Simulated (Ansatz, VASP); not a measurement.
**Two plane-wave programs on Mo**

```
Mo
1.0
    -1.81359    1.81359    1.17883
     1.81359   -1.81359    1.17883
     1.81359    1.81359   -1.17883
Mo
1
Cartesian
  0.0000 0.0000 0.0000
```

Alike in both runs: task single point; functional PBE; k mesh 24 × 24 × 24; occupations gaussian, width 0.15 eV; no spin polarisation.

|  | VASP | Ansatz |
| --- | --- | --- |
| version | VASP 6.6.1 | Ansatz 0.2.0 |
| potentials or method | VASP PAW PBE potentials, release 64 (Mo_sv), cutoff 520 eV | scalar-relativistic, plane waves, PAW |
| valence electrons in the cell | 14 | 14 |

```tsv
	VASP	Ansatz	Ansatz less VASP
gap on the k mesh at the Fermi level (eV)	none	none	-
pressure (GPa)	26.9	26.1	-0.85
traceless stress, the component that is largest in VASP (GPa)	46.24	45.46	-0.788
```

A gap of «none» marks a metal or a gap that the smearing closes.
